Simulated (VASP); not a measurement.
# ZrSi2 (P1) in VASP: single point with PBE

Aim: the single point of ZrSi2 with PBE.

Program: VASP 6.6.1. These are calculated values, not measurements. Logs are shortened: lines on timing, memory, paths and dates and some standing lists are left out, and cuts for length are marked.

## Step 1: The cell of the first run

The typed cell holds 24 atoms: a = 7.412 Å, b = 7.723 Å, c = 8.363 Å, α = 85.31°, β = 63.68°, γ = 76.18°.

## Step 2: Single point, PBE

Contents of INCAR:

```
  ALGO = Normal
  EDIFF = 1E-6
  ENCUT = 520
  GGA = PE
  ISIF = 2
  ISMEAR = 0
  ISYM = 0
  LASPH = T
  LCHARG = F
  LREAL = Auto
  LWAVE = F
  NBANDS = 98
  NELM = 60
  PREC = Accurate
  SIGMA = 0.1
```

Contents of KPOINTS:

```
k-points
0
Gamma
  3 3 3
```

Contents of POSCAR:

```
ZrSi2
1.0
   -7.4121996116      0.0038230122      0.0008896664
   -1.8493624832     -7.4978140664     -0.1045173403
   -3.7068098123      0.1057504820      7.4955807880
Zr Si
8 16
Direct
    0.2462937588      0.7897709423      0.6063818607
    0.0040884249      0.8045010720      0.0876915333
    0.4941223785      0.7911132507      0.1115053578
    0.5055223234      0.2101823460      0.8749957047
    0.2643139955      0.2074445212      0.3715169888
    0.0169269235      0.2064546445      0.8698598153
    0.7599601322      0.2155027594      0.3656362833
    0.9014449221      0.5942376242      0.4124732645
    0.7018836830      0.7121926969      0.7374973531
    0.4214418538      0.1042273211      0.6142332052
    0.1630823976      0.1055742775      0.1215330490
    0.9065755727      0.1202041955      0.6145257991
    0.6652043185      0.0942678046      0.1185608096
    0.3526071681      0.9031460739      0.8554176100
    0.0690987243      0.9010258372      0.3701270011
    0.8377887192      0.9065170582      0.8514188548
    0.6102922121      0.8942876403      0.3689991542
    0.5490583881      0.4869185198      0.6294599994
    0.2983333546      0.4952889032      0.1261832597
    0.0749567395      0.4826715768      0.6340971722
    0.8274830029      0.4990094645      0.1268378542
    0.1925558493      0.5023410831      0.8629316076
    0.6719147676      0.4677826183      0.9269021774
    0.4379680154      0.5004350124      0.3669021705
```

Potentials or basis: VASP PAW PBE potentials, release 64 (Zr_sv, Si).

Command:

```console
$ cat potpaw_PBE.64/Zr_sv/POTCAR potpaw_PBE.64/Si/POTCAR > POTCAR
$ mpirun -np 1 vasp_std > vasp.out
```

OUTCAR:

```text
EDIFF = 1E-6
   ENCUT = 520
   GGA = PE
   ISIF = 2
   ISMEAR = 0
   ISYM = 0
   LASPH = T
   LREAL = Auto
   NELM = 60
   PREC = Accurate

 ion  position               nearest neighbor table
   1  0.246  0.790  0.606-  16 2.77  24 2.78  14 2.79  15 2.80  17 2.81  18 2.89  20 2.89  22 2.93
                            10 3.03  12 3.11   2 3.61   5 3.64   6 3.65   3 3.71
   2  0.004  0.805  0.088-  14 2.70  16 2.74  17 2.78  22 2.79  15 2.80  13 2.87  21 2.89  19 2.93
                            11 2.93   8 2.94   6 3.47   1 3.61   7 3.67   3 3.70   3 3.72
   3  0.494  0.791  0.112-  23 2.76  14 2.77  16 2.81   9 2.85  17 2.88  15 2.88  13 2.93  24 2.94
                            19 2.95  21 2.96  11 2.99   5 3.63   4 3.65   2 3.70   1 3.71   2 3.72
   4  0.506  0.210  0.875-  11 2.72  23 2.73  10 2.75  12 2.75  13 2.77  19 2.81  18 2.81  22 2.86
                            14 2.91  16 2.91   6 3.65   3 3.65   5 3.72   6 3.77   7 3.82
   5  0.264  0.207  0.372-  12 2.73  11 2.74  10 2.74  13 2.75  20 2.81  24 2.85  19 2.88  15 3.06
                            17 3.07   8 3.43   3 3.63   1 3.64   7 3.67   4 3.72   6 3.74   7 3.75
   6  0.017  0.206  0.870-  23 2.73  11 2.75  20 2.76  10 2.76  12 2.78  13 2.80  22 2.87  21 2.88
                            14 2.95  16 2.98   2 3.47   4 3.65   1 3.65   7 3.72   5 3.74   4 3.77
   7  0.760  0.216  0.366-  12 2.73  10 2.73  11 2.73  13 2.75  18 2.80  21 2.82  24 2.83  15 2.92
                            17 2.94   8 3.44   5 3.67   2 3.67   6 3.72   5 3.75   4 3.82
   8  0.901  0.594  0.412-   9 2.57  20 2.67  18 2.72  19 2.82  15 2.86  21 2.86  17 2.89   2 2.94
                             5 3.43   7 3.44
   9  0.702  0.712  0.737-  23 2.35  16 2.45  14 2.45   8 2.57  18 2.69  20 2.71   3 2.85
  10  0.421  0.104  0.614-  14 2.39  17 2.39   7 2.73   5 2.74   4 2.75   6 2.76   1 3.03
  11  0.163  0.106  0.122-  15 2.45  14 2.47   4 2.72   7 2.73   5 2.74   6 2.75   2 2.93   3 2.99
[... 22 lines left out ...]
  23  0.672  0.468  0.927-   9 2.35  21 2.47  19 2.48   6 2.73   4 2.73   3 2.76  20 2.93  18 2.99

  24  0.438  0.500  0.367-  19 2.65  18 2.65  20 2.65  21 2.69   1 2.78   7 2.83   5 2.85   3 2.94

IMPORTANT INFORMATION: All symmetrisations will be switched off!
NOSYMM: (Re-)initialisation of all symmetry stuff for point group C_1.

----------------------------------------------------------------------------------------

                                     Primitive cell

  volume of cell :     416.5168

  direct lattice vectors                    reciprocal lattice vectors
    -7.412199612  0.003823012  0.000889666    -0.134903139  0.034211041 -0.067196676
    -1.849362483 -7.497814066 -0.104517340    -0.000068573 -0.133381051  0.001847879
    -3.706809812  0.105750482  7.495580788     0.000015056 -0.001863907  0.133445686

  length of vectors
     7.412200651  7.723229975  8.362736006     0.154546580  0.133393868  0.133458703

  position of ions in fractional coordinates (direct lattice)
     0.246293759  0.789770942  0.606381861
     0.004088425  0.804501072  0.087691533
     0.494122379  0.791113251  0.111505358
     0.505522323  0.210182346  0.874995705
     0.264313995  0.207444521  0.371516989
     0.016926924  0.206454644  0.869859815
[... 16 lines left out ...]
     0.671914768  0.467782618  0.926902177
     0.437968015  0.500435012  0.366902170
[... 108 lines left out ...]
     AMIX_MAG =   1.60;   BMIX_MAG =  1.00
  volume/ion in A,a.u.               =      17.35       117.12
  Fermi-wavevector in a.u.,A,eV,Ry     =   1.190065  2.248897 19.269313  1.416255
  Thomas-Fermi vector in A             =   2.326158
   LORBIT       =      0    0 simple, 1 ext, 2 COOP (PROOUT), +10 PAW based schemes
   GGA     = PE    functional components
   LHFCALC =     F    Hartree Fock is set to
   AEXX    =    0.0000 exact exchange contribution
   IVDW    =     0    specifies the selected vdW correction
   LEPSILON=     F    determine dielectric tensor
   LRPA    =     F    only Hartree local field effects (RPA)
 non-spin polarized calculation
 Gauss-broadening in eV      SIGMA  =   0.10
  energy-cutoff  :      520.00
  volume of cell :      416.52
 maximum number of plane-waves:     11236
   NGX = 27   NGY = 29   NGZ = 31

 number of electron     160.0000000 magnetization

 Free energy of the ion-electron system (eV)
  ---------------------------------------------------
  ext. energy  EPLUGINS =         0.00000000
  ---------------------------------------------------
  free energy    TOTEN  =      -166.89054545 eV

  energy without entropy =     -166.87163641  energy(sigma->0) =     -166.88109093

 E-fermi :   9.3613     XC(G=0): -11.0902

 val. band max:        9.3495200831   @ k =  -0.3333  -0.0000   0.3333
 cond. band min:       9.4553017461   @ k =  -0.3333   0.3333   0.3333
 fundamental gap:      0.1057816630
 Fermi energy:         9.3613112750

 k-point     1 :       0.0000    0.0000    0.0000
  band No.  band energies     occupation
      1     -39.6408      2.00000
      2     -39.5022      2.00000
      3     -39.3728      2.00000
      4     -39.3395      2.00000
      5     -39.3173      2.00000
      6     -39.2159      2.00000
[... 1319 lines left out ...]
     91      11.1634      0.00000
     92      11.2921      0.00000
 [bands above 92 left out]

------------------------ aborting loop because EDIFF is reached ----------------------------------------

  FORCE on cell =-STRESS in cart. coord.  units (eV):
  Direction    XX          YY          ZZ          XY          YZ          ZX
  --------------------------------------------------------------------------------------
  -------------------------------------------------------------------------------------
  Total       -0.0777378     -0.0949036     -0.0422467     -0.1619959     -0.0307394     -0.0046338
  in kB       -0.2990271     -0.3650572     -0.1625066     -0.6231349     -0.1182426     -0.0178245
  external PRESSURE =      -0.2755303 kB  Pullay stress =       0.0000000 kB

 VOLUME and BASIS-vectors are now :
 -----------------------------------------------------------------------------
  energy-cutoff  :      520.00
  volume of cell :      416.52
      direct lattice vectors                 reciprocal lattice vectors
    -7.412199612  0.003823012  0.000889666    -0.134903139  0.034211041 -0.067196676
    -1.849362483 -7.497814066 -0.104517340    -0.000068573 -0.133381051  0.001847879
    -3.706809812  0.105750482  7.495580788     0.000015056 -0.001863907  0.133445686

 POSITION                                       TOTAL-FORCE (eV/Angst)
 -----------------------------------------------------------------------------------
     -5.53389     -5.85649      4.46286        -0.007792      0.023551     -0.016154
     -1.84317     -6.02271      0.57322        -0.004144      0.011056     -0.006212
     -5.53892     -5.91794      0.75355         0.005060      0.014601      0.002181
     -7.37918     -1.48144      6.53708         0.008548     -0.008254     -0.002218
     -3.71993     -1.51508      2.76329         0.000633     -0.032357      0.010899
     -3.73168     -1.45591      6.49854        -0.017536      0.025631      0.004916
[... 16 lines left out ...]
     -9.28132     -3.40676      6.89938        -0.021682     -0.039248     -0.033499
     -5.53183     -3.71169      2.69823         0.008942     -0.013915      0.012072
 -----------------------------------------------------------------------------------
    total drift:                               -0.008890      0.000886      0.006494

  FREE ENERGIE OF THE ION-ELECTRON SYSTEM (eV)
  ---------------------------------------------------
  free  energy   TOTEN  =      -166.8905454484 eV

  energy  without entropy=     -166.8716364124  energy(sigma->0) =     -166.88109093
```

OSZICAR:

```text
N       E                     dE             d eps       ncg     rms          rms(c)
DAV:   1     0.124642351041E+04    0.12464E+04   -0.75917E+04  2744   0.153E+03
DAV:   2    -0.468686830067E+02   -0.12933E+04   -0.12517E+04  3144   0.396E+02
DAV:   3    -0.161782912344E+03   -0.11491E+03   -0.11216E+03  3840   0.953E+01
DAV:   4    -0.173229941362E+03   -0.11447E+02   -0.11381E+02  4264   0.252E+01
DAV:   5    -0.174203244613E+03   -0.97330E+00   -0.97265E+00  3688   0.588E+00    0.431E+01
DAV:   6    -0.167116215917E+03    0.70870E+01   -0.28413E+01  3344   0.140E+01    0.172E+01
DAV:   7    -0.166958358103E+03    0.15786E+00   -0.41826E+00  3832   0.539E+00    0.651E+00
DAV:   8    -0.166911546476E+03    0.46812E-01   -0.77204E-01  3584   0.299E+00    0.230E+00
DAV:   9    -0.166890477650E+03    0.21069E-01   -0.20983E-01  3448   0.151E+00    0.821E-01
DAV:  10    -0.166890130183E+03    0.34747E-03   -0.26329E-02  3536   0.617E-01    0.424E-01
DAV:  11    -0.166890421992E+03   -0.29181E-03   -0.44965E-03  3840   0.255E-01    0.186E-01
DAV:  12    -0.166890557428E+03   -0.13544E-03   -0.80861E-04  3392   0.115E-01    0.451E-02
DAV:  13    -0.166890549383E+03    0.80448E-05   -0.90897E-05  3664   0.332E-02    0.259E-02
DAV:  14    -0.166890545170E+03    0.42135E-05   -0.14925E-05  3448   0.150E-02    0.109E-02
DAV:  15    -0.166890545448E+03   -0.27846E-06   -0.26765E-06  2280   0.618E-03
   1 F= -.16689055E+03 E0= -.16688109E+03  d E =-.189090E-01
```

stdout:

```text
POSCAR found type information on POSCAR ZrSi
 POSCAR found :  2 types and      24 ions
 scaLAPACK will be used
 LDA part: xc-table for (Slater+PW92), standard interpolation
 POSCAR, INCAR and KPOINTS ok, starting setup
 FFT: planning ... GRIDC
 FFT: planning ... GRID_SOFT
 FFT: planning ... GRID
 WAVECAR not read
 entering main loop
```

Wall time 23 min (1 thread of Oxide Virtual Turin-like, shared host); peak memory 0.64 GiB.

Results:

```yaml
Free_energy: -166.8905 eV
Pressure: 0.0 GPa
Largest_force: 0.056 eV/Å
```

Forces on the atoms (eV/Å):
```
Zr  -0.008  0.024 -0.016
Zr  -0.004  0.011 -0.006
Zr   0.005  0.015  0.002
Zr   0.009 -0.008 -0.002
Zr   0.001 -0.032  0.011
Zr  -0.018  0.026  0.005
Zr  -0.001  0.023 -0.011
Zr  -0.021 -0.023  0.009
Si  -0.020  0.008  0.013
Si   0.016  0.000  0.008
Si  -0.003  0.026  0.016
Si   0.007  0.021 -0.010
Si  -0.002  0.011  0.002
Si   0.007 -0.017  0.021
Si   0.004 -0.024 -0.020
Si   0.003  0.007 -0.009
Si  -0.004 -0.011 -0.004
Si   0.007 -0.007  0.006
Si   0.000  0.004 -0.023
Si   0.013  0.010  0.028
Si   0.014  0.001  0.003
Si   0.007 -0.011 -0.003
Si  -0.022 -0.039 -0.033
Si   0.009 -0.014  0.012
```

Stress tensor (GPa, compression positive):
```
-0.03 -0.06  0.00
-0.06 -0.04 -0.01
 0.00 -0.01 -0.02
```
